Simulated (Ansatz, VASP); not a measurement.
## Two plane-wave programs on Y3Mg2I2

```
CELL_PARAMETERS angstrom
4.75368 0.00000 0.00000
-2.37684 4.11681 0.00000
0.00000 0.00000 10.96781
ATOMIC_POSITIONS crystal
Y 0.00000 0.00000 0.83078
Y 0.00000 0.00000 0.16922
Y 0.00000 0.00000 0.50000
Mg 0.33333 0.66667 0.98915
Mg 0.66667 0.33333 0.01085
I 0.33333 0.66667 0.35180
I 0.66667 0.33333 0.64820
```

Change from the starting cell: the structure that the rattled cell fell into.

Alike in both runs: functional PBE; k mesh 12 × 12 × 4; occupations gaussian, width 0.1 eV; no spin polarisation.

Ansatz relaxed the structure, and its values are those at the end. VASP's run is a single point on that final structure, the one shown.

|  | VASP | Ansatz |
| --- | --- | --- |
| version | VASP 6.6.1 | Ansatz 0.2.0 |
| potentials or method | VASP PAW PBE potentials, release 64 (Y_sv, Mg, I), cutoff 520 eV | scalar-relativistic, plane waves, PAW |
| valence electrons in the cell | 51 | 87 |

```csv
,VASP,Ansatz,Ansatz less VASP
gap on the k mesh at the Fermi level (eV),none,none,-
pressure (GPa),0.0,0.0,+0.02
```

A gap of «none» marks a metal or a gap that the smearing closes. The functional is the same, so the differences come from potentials, cutoffs and numerics. VASP's potentials hold 51 valence electrons a cell and Ansatz's 87, so a difference there can come from the potentials and not from the codes.

Spin-orbit coupling is off throughout.
